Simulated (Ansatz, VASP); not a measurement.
**One calculation of ZnS, two programs**

```
CELL_PARAMETERS angstrom
3.67932 0.00000 0.00000
-1.83966 3.18638 0.00000
0.00000 0.00000 6.82036
ATOMIC_POSITIONS crystal
Zn 0.33333 0.66667 0.00544
Zn 0.66667 0.33333 0.50544
S 0.33333 0.66667 0.37956
S 0.66667 0.33333 0.87956
```

Alike in both runs: task single point; functional PBEsol; k mesh 9 × 9 × 6; occupations gaussian, width 0.05 eV; no spin polarisation.

|  | VASP | Ansatz |
| --- | --- | --- |
| version | VASP 6.6.1 | Ansatz 0.2.0 |
| potentials or method | VASP PAW PBE potentials, release 64 (Zn, S), cutoff 520 eV | scalar-relativistic, plane waves, PAW |
| valence electrons in the cell | 36 | 36 |

|  | VASP | Ansatz | Ansatz less VASP |
| --- | --- | --- | --- |
| gap on the k mesh at the Fermi level (eV) | 1.51 | 1.51 | 0.000 |
| least direct gap on the mesh (eV) | 1.51 | 1.51 | 0.000 |
| pressure (GPa) | -1.1 | -1.3 | -0.18 |
| traceless stress, the component that is largest in VASP (GPa) | -9.00 | -8.96 | +0.049 |
| rms of the force components (eV/Å) | 0.196 | 0.191 | -0.0053 |

VASP's potentials were made for PBE, not for PBEsol. Atom by atom the forces differ by 0.005 eV/Å (rms over components).
